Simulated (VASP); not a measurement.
# Mg (P6_3/mmc) in VASP: notebook

Aim: see how the results for Mg move with the level of theory and the settings. Levels: PBE, r2SCAN. Tasks: single point, relaxation of cell and atoms.

Program: VASP 6.6.1. These are calculated values, not measurements. Logs are shortened: lines on timing, memory, paths and dates and some standing lists are left out, and cuts for length are marked.

### 1 The cell of the first run

It takes space group P6_3/mmc (No. 194, hexagonal). Conventional cell: a = 3.185 Å, b = 3.185 Å, c = 5.231 Å, α = 90.00°, β = 90.00°, γ = 120.00°. Within 4.2 Å of Mg (site symmetry -6m2) lie 12 Mg at 3.18 to 3.20 Å.

### 2 Single point, PBE

Input file INCAR:

```
PREC = Accurate
ENCUT = 520
EDIFF = 1E-6
ISMEAR = 0
SIGMA = 0.05
LREAL = F
LASPH = T
NELM = 60
ALGO = Normal
ISIF = 2
LWAVE = F
LCHARG = F
GGA = PE
NBANDS = 9
```

Input file KPOINTS:

```
Automatic mesh
0
Gamma
  8 8 4
```

Input file POSCAR:

```
Mg
1.0
    3.1849771613      0.0000000000      0.0000000000
   -1.5924885806      2.7582711321      0.0000000000
    0.0000000000      0.0000000000      5.2308547578
Mg
2
Direct
    0.3333333333      0.6666666667      0.2500000000
    0.6666666667      0.3333333333      0.7500000000
```

Potentials or basis: VASP PAW PBE potentials, release 64 (Mg).

Started as:

```bash
cat potpaw_PBE.64/Mg/POTCAR > POTCAR
mpirun -np 1 vasp_std > vasp.out
```

OUTCAR:

```text
PREC = Accurate
   ENCUT = 520
   EDIFF = 1E-6
   ISMEAR = 0
   LREAL = F
   LASPH = T
   NELM = 60
   ISIF = 2
   GGA = PE

 ion  position               nearest neighbor table
   1  0.333  0.667  0.250-   2 3.20   2 3.20   2 3.20   2 3.20   2 3.20   2 3.20
   2  0.667  0.333  0.750-   1 3.20   1 3.20   1 3.20   1 3.20   1 3.20   1 3.20

  LATTYP: Found a hexagonal cell.
 ALAT       =     3.1849771613
 C/A-ratio  =     1.6423523601

  Lattice vectors:

 A1 = (   3.1849771613,   0.0000000000,   0.0000000000)
 A2 = (  -1.5924885806,   2.7582711321,   0.0000000000)
 A3 = (   0.0000000000,   0.0000000000,   5.2308547578)

Analysis of symmetry for initial positions (statically):
=====================================================================
 Subroutine PRICEL returns:
 Original cell was already a primitive cell.

 Routine SETGRP: Setting up the symmetry group for a
 hexagonal supercell.

 Subroutine GETGRP returns: Found 24 space group operations
 (whereof 12 operations were pure point group operations)
 out of a pool of 24 trial point group operations.

The static configuration has the point symmetry D_3d.
 The point group associated with its full space group is D_6h.

Analysis of symmetry for dynamics (positions and initial velocities):
=====================================================================
 Subroutine PRICEL returns:
 Original cell was already a primitive cell.

 Routine SETGRP: Setting up the symmetry group for a
 hexagonal supercell.

 Subroutine GETGRP returns: Found 24 space group operations
 (whereof 12 operations were pure point group operations)
 out of a pool of 24 trial point group operations.

The dynamic configuration has the point symmetry D_3d.
 The point group associated with its full space group is D_6h.

 Subroutine INISYM returns: Found 24 space group operations
 (whereof 12 operations are pure point group operations),
 and found     1 'primitive' translations

----------------------------------------------------------------------------------------

                                     Primitive cell

  volume of cell :      45.9532

  direct lattice vectors                    reciprocal lattice vectors
     3.184977161  0.000000000  0.000000000     0.313973994  0.181272970  0.000000000
    -1.592488581  2.758271132  0.000000000     0.000000000  0.362545940  0.000000000
     0.000000000  0.000000000  5.230854758     0.000000000  0.000000000  0.191173345

  length of vectors
     3.184977161  3.184977161  5.230854758     0.362545940  0.362545940  0.191173345

  position of ions in fractional coordinates (direct lattice)
     0.333333333  0.666666667  0.250000000
     0.666666667  0.333333333  0.750000000

  ion indices of the primitive-cell ions
   primitive index   ion index
                 1           1
                 2           2

----------------------------------------------------------------------------------------

 KPOINTS: Automatic mesh

Automatic generation of k-mesh.
 Grid dimensions read from file:
 generate k-points for:    8    8    4

 Generating k-lattice:

  Cartesian coordinates                     Fractional coordinates (reciprocal lattice)
     0.039246749  0.022659121  0.000000000     0.125000000  0.000000000  0.000000000
     0.000000000  0.045318242  0.000000000     0.000000000  0.125000000  0.000000000
     0.000000000  0.000000000  0.047793336     0.000000000  0.000000000  0.250000000

  Length of vectors
     0.045318242  0.045318242  0.047793336

  Shift w.r.t. Gamma in fractional coordinates (k-lattice)
     0.000000000  0.000000000  0.000000000

 Subroutine IBZKPT returns following result:
 ===========================================

 Found     30 irreducible k-points:

 Following reciprocal coordinates:
            Coordinates               Weight
  0.000000  0.000000  0.000000      1.000000
  0.125000  0.000000  0.000000      6.000000
  0.250000  0.000000  0.000000      6.000000
  0.375000  0.000000  0.000000      6.000000
  0.500000  0.000000  0.000000      3.000000
  0.125000  0.125000  0.000000      6.000000
[... 16 lines left out ...]
  0.250000  0.000000  0.500000      6.000000
  0.375000  0.000000  0.500000      6.000000
 [... further k-points ...]
   k-points           NKPTS =     30   k-points in BZ     NKDIM =     30   number of bands    NBANDS=      9
   number of dos      NEDOS =    301   number of ions     NIONS =      2
   total plane-waves  NPLWV =  23040
   dimension x,y,z NGX =    24 NGY =   24 NGZ =   40
   dimension x,y,z NGXF=    48 NGYF=   48 NGZF=   80
   ions per type =               2
   NGX,Y,Z   is equivalent  to a cutoff of  12.53, 12.53, 12.71 a.u.
   NGXF,Y,Z  is equivalent  to a cutoff of  25.05, 25.05, 25.43 a.u.
 SYSTEM =  unknown system
   PREC   = accura    normal or accurate (medium, high low for compatibility)
   ISTART =      0    job   : 0-new  1-cont  2-samecut
   ICHARG =      2    charge: 1-file 2-atom 10-const
   ISPIN  =      1    spin polarized calculation?
   LNONCOLLINEAR =      F non collinear calculations
   LSORBIT =      F    spin-orbit coupling
   LASPH  =      T    aspherical Exc in radial PAW
   ENCUT  =  520.0 eV  38.22 Ry    6.18 a.u.   5.92  5.92  9.73*2*pi/ulx,y,z
   NELM   =     60;   NELMIN=  2; NELMDL= -5     # of ELM steps
   EDIFF  = 0.1E-05   stopping-criterion for ELM
   LREAL  =      F    real-space projection
   EDIFFG = 0.1E-04   stopping-criterion for IOM
   NSW    =      0    number of steps for IOM
   IBRION =     -1    ionic relax: 0-MD 1-quasi-New 2-CG
   NFREE  =      0    steps in history (QN), initial steepest desc. (CG)
   ISIF   =      2    stress and relaxation
   ISYM   =      2    0-nonsym 1-usesym 2-fastsym
   POTIM  = 0.5000    time-step for ionic-motion
   TEBEG  =    0.0;   TEEND  =   0.0 temperature during run
   PSTRESS=    0.0 pullay stress
   NELECT =       4.0000    total number of electrons
   NUPDOWN=      -1.0000    fix difference up-down
   EMIN   =  10.00;   EMAX   =-10.00  energy-range for DOS
   EFERMI =   0.00;   METHOD = LEGACY
   ISMEAR =     0;   SIGMA  =   0.05  broadening in eV -4-tet -1-fermi 0-gaus
   EFERMI_NEDOS =   21; number of points for ismear=-14 and -15
   IALGO  =     38    algorithm
   IMIX   =      4    mixing-type and parameters
     AMIX     =   0.40;   BMIX     =  1.00
     AMIX_MAG =   1.60;   BMIX_MAG =  1.00
  volume/ion in A,a.u.               =      22.98       155.05
  Fermi-wavevector in a.u.,A,eV,Ry     =   0.725531  1.371055  7.162049  0.526396
  Thomas-Fermi vector in A             =   1.816277
   LORBIT       =      0    0 simple, 1 ext, 2 COOP (PROOUT), +10 PAW based schemes
   GGA     = PE    functional components
   LHFCALC =     F    Hartree Fock is set to
   AEXX    =    0.0000 exact exchange contribution
   IVDW    =     0    specifies the selected vdW correction
   LEPSILON=     F    determine dielectric tensor
   LRPA    =     F    only Hartree local field effects (RPA)
 non-spin polarized calculation
 Gauss-broadening in eV      SIGMA  =   0.05
  energy-cutoff  :      520.00
  volume of cell :       45.95
 maximum number of plane-waves:      1250
 NGX is ok and might be reduce to    24
   NGX = 11   NGY = 11   NGZ = 19

 number of electron       4.0000000 magnetization

 Free energy of the ion-electron system (eV)
  ---------------------------------------------------
  ext. energy  EPLUGINS =         0.00000000
  ---------------------------------------------------
  free energy    TOTEN  =        -3.03560362 eV

  energy without entropy =       -3.03518538  energy(sigma->0) =       -3.03539450

 E-fermi :   2.4883     XC(G=0):  -8.4879

 val. band max:        2.4539733855   @ k =   0.2500   0.0000   0.0000
 cond. band min:       2.8432383241   @ k =   0.3750   0.1250   0.2500
 fundamental gap:      0.3892649386
 Fermi energy:         2.4883142900

 k-point     1 :       0.0000    0.0000    0.0000
  band No.  band energies     occupation
      1      -4.2983      2.00000
      2       0.8866      2.00000
      3       1.2845      2.00000
      4      13.6861      0.00000
      5      13.6861      0.00000
      6      13.8263      0.00000
      7      13.8263      0.00000
      8      14.3782      0.00000
      9      16.1700      0.00000

 k-point     2 :       0.1250    0.0000    0.0000
  band No.  band energies     occupation
      1      -3.9888      2.00000
      2       1.1701      2.00000
      3       1.5850      2.00000
      4      10.1122      0.00000
      5      11.9450      0.00000
      6      12.6660      0.00000
      7      14.7920      0.00000
      8      15.0174      0.00000
      9      15.8541      0.00000

 k-point     3 :       0.2500    0.0000    0.0000
  band No.  band energies     occupation
      1      -3.0664      2.00000
      2       2.0215      2.00000
      3       2.4540      1.66860
      4       6.5067      0.00000
      5      10.6500      0.00000
      6      10.6828      0.00000
      7      11.1666      0.00000
      8      12.8289      0.00000
      9      15.0939      0.00000

 k-point     4 :       0.3750    0.0000    0.0000
  band No.  band energies     occupation
      1      -1.5489      2.00000
      2       2.9393      0.00000
      3       3.4424      0.00000
      4       4.3154      0.00000
      5       8.0313      0.00000
      6       8.3637      0.00000
      7       9.8751      0.00000
      8      11.3984      0.00000
      9      14.2109      0.00000

 k-point     5 :       0.5000    0.0000    0.0000
  band No.  band energies     occupation
      1       0.5174      2.00000
      2       0.5407      2.00000
      3       5.2732      0.00000
      4       5.6246      0.00000
      5       5.8308      0.00000
      6       6.2738      0.00000
      7       9.6174      0.00000
      8      10.9738      0.00000
      9      13.9140      0.00000

 k-point     6 :       0.1250    0.1250    0.0000
  band No.  band energies     occupation
      1      -3.3729      2.00000
      2       1.7375      2.00000
      3       2.1725      2.00000
      4       8.2705      0.00000
      5       8.6358      0.00000
      6      12.8299      0.00000
      7      13.2487      0.00000
      8      13.5541      0.00000
      9      13.9191      0.00000
[... 169 lines left out ...]
 k-point    21 :       0.0000    0.0000    0.5000
  band No.  band energies     occupation
      1      -2.9286      2.00000
      2      -2.9286      2.00000
      3       7.4868      0.00000
      4       7.4868      0.00000
      5      14.4211      0.00000
      6      14.4211      0.00000
      7      14.4211      0.00000
      8      14.4211      0.00000
      9      15.6033      0.00000

 k-point    22 :       0.1250    0.0000    0.5000
  band No.  band energies     occupation
      1      -2.6234      2.00000
      2      -2.6234      2.00000
      3       7.7309      0.00000
      4       7.7309      0.00000
      5      11.3171      0.00000
      6      11.3171      0.00000
      7      13.0844      0.00000
      8      13.0844      0.00000
      9      14.6141      0.00000

 k-point    23 :       0.2500    0.0000    0.5000
  band No.  band energies     occupation
      1      -1.7141      2.00000
      2      -1.7141      2.00000
      3       7.4567      0.00000
      4       7.4567      0.00000
      5       8.8109      0.00000
      6       8.8109      0.00000
      7      11.8071      0.00000
      8      11.8071      0.00000
      9      13.2136      0.00000

 k-point    24 :       0.3750    0.0000    0.5000
  band No.  band energies     occupation
      1      -0.2215      2.00000
      2      -0.2215      2.00000
      3       4.5008      0.00000
      4       4.5008      0.00000
      5       9.8310      0.00000
      6       9.8310      0.00000
      7      11.0306      0.00000
      8      11.0306      0.00000
      9      12.3361      0.00000

 [... further k-points ...]

------------------------ aborting loop because EDIFF is reached ----------------------------------------

  FORCE on cell =-STRESS in cart. coord.  units (eV):
  Direction    XX          YY          ZZ          XY          YZ          ZX
  --------------------------------------------------------------------------------------
  -------------------------------------------------------------------------------------
  Total       -0.0526149     -0.0526149     -0.0855291     -0.0000000     -0.0000000      0.0000000
  in kB       -1.8344409     -1.8344409     -2.9820069     -0.0000000     -0.0000000      0.0000000
  external PRESSURE =      -2.2169629 kB  Pullay stress =       0.0000000 kB

 VOLUME and BASIS-vectors are now :
 -----------------------------------------------------------------------------
  energy-cutoff  :      520.00
  volume of cell :       45.95
      direct lattice vectors                 reciprocal lattice vectors
     3.184977161  0.000000000  0.000000000     0.313973994  0.181272970  0.000000000
    -1.592488581  2.758271132  0.000000000     0.000000000  0.362545940  0.000000000
     0.000000000  0.000000000  5.230854758     0.000000000  0.000000000  0.191173345

 POSITION                                       TOTAL-FORCE (eV/Angst)
 -----------------------------------------------------------------------------------
     -0.00000      1.83885      1.30771        -0.000000      0.000000      0.000000
      1.59249      0.91942      3.92314         0.000000     -0.000000      0.000000
 -----------------------------------------------------------------------------------
    total drift:                                0.000000     -0.000000      0.000000

  FREE ENERGIE OF THE ION-ELECTRON SYSTEM (eV)
  ---------------------------------------------------
  free  energy   TOTEN  =        -3.0356036219 eV

  energy  without entropy=       -3.0351853836  energy(sigma->0) =       -3.03539450
```

Run time: 6 s. Hardware: 1 thread of Intel Xeon 6975P-C (Granite Rapids), shared host; peak memory 0.15 GiB.

What came out:

```
Free energy            : -3.0356 eV
Pressure               : -0.2 GPa
Band gap on the k mesh : zero (bands 2 and 3 overlap by 2.37 eV)
```

Stress tensor (GPa, compression positive):
```
-0.18  0.00  0.00
 0.00 -0.18  0.00
 0.00  0.00 -0.30
```

Levels at points of the mesh, in eV from the Fermi level:
```tsv
k point	band 1	band 2	band 3	band 4	band 5	band 6
(0.00, 0.00, 0.00)	-6.79	-1.60	-1.20	11.20	11.20	11.34
(0.50, 0.00, 0.00)	-1.97	-1.95	2.78	3.14	3.34	3.79
(0.00, 0.00, 0.50)	-5.42	-5.42	5.00	5.00	11.93	11.93
(0.50, 0.00, 0.50)	-0.95	-0.95	-0.28	-0.28	8.16	8.16
```

### 3 Relaxation of cell and atoms, PBE

This run uses another cell than the first one, of 23.24 Å³/atom.

Input file INCAR:

```
SYSTEM = Mg
  PREC = Accurate
  ENCUT = 600
  EDIFF = 1E-6
  ISMEAR = 0
  SIGMA = 0.05
  LREAL = .FALSE.
  LASPH = .TRUE.
  NELM = 60
  ALGO = Fast
  ISIF = 3
  LWAVE = .FALSE.
  LCHARG = .FALSE.
  GGA = PE
  IBRION = 2
  NSW = 80
  EDIFFG = -0.03
```

Input file KPOINTS:

```
Automatic mesh
0
G
  8 8 4
  0 0 0
```

Input file POSCAR:

```
Mg
1.0
    3.2093000000      0.0000000000      0.0000000000
   -1.6046500000      2.7793353284      0.0000000000
    0.0000000000      0.0000000000      5.2103000000
Mg
2
Direct
    0.3333333333      0.6666666667      0.2500000000
    0.6666666667      0.3333333333      0.7500000000
```

Potentials or basis: VASP PAW PBE potentials, release 64 (Mg).

Started as:

```bash
cat potpaw_PBE.64/Mg/POTCAR > POTCAR
mpirun -np 1 vasp_std > vasp.out
```

Run time: 10 s. Hardware: 1 thread of Intel Xeon 6975P-C (Granite Rapids), shared host; peak memory 0.18 GiB.

It converged, with:

```
Free energy                           : -3.0359 eV
Relaxed volume                        : 22.83 Å³/atom
Relaxed cell                          : a = 3.180 Å, b = 3.180 Å, c = 5.215 Å, α = 90.00°, β = 90.00°, γ = 120.00°
Space group after relaxing (to 0.1 Å) : P6_3/mmc (No. 194)
Energy gained by relaxing             : 1.3 meV/atom
Ionic steps                           : 3
Pressure after relaxing               : 0.0 GPa
Band gap on the k mesh                : zero (bands 2 and 3 overlap by 2.35 eV)
```

The path:
| step | energy change (eV) | largest force (eV/Å) | pressure (GPa) | volume (Å³) |
| --- | --- | --- | --- | --- |
| 1 | 0.0000 | 0.0000 | -0.62 | 46.47 |
| 2 | -0.0025 | 0.0000 | -0.16 | 45.87 |
| 3 | -0.0027 | 0.0000 | 0.01 | 45.67 |

Final structure:
```xyz
2
Lattice="3.1800 0.0000 0.0000 -1.5900 2.7539 0.0000 0.0000 0.0000 5.2149" Properties=species:S:1:pos:R:3 pbc="T T T"
Mg    0.0000    1.8360    1.3037
Mg    1.5900    0.9180    3.9112
```

Levels at points of the mesh, in eV from the Fermi level:
```
           k point  band 1  band 2  band 3  band 4  band 5  band 6
(0.00, 0.00, 0.00)   -6.83   -1.62   -1.21   11.20   11.20   11.35
(0.50, 0.00, 0.00)   -2.00   -1.97    2.78    3.13    3.35    3.79
(0.00, 0.00, 0.50)   -5.45   -5.45    5.02    5.02   11.94   11.94
(0.50, 0.00, 0.50)   -0.97   -0.97   -0.30   -0.30    8.17    8.17
```

[end of part 1 of 2]

The gap in the log of VASP goes by the Fermi energy; the results here count the filled bands.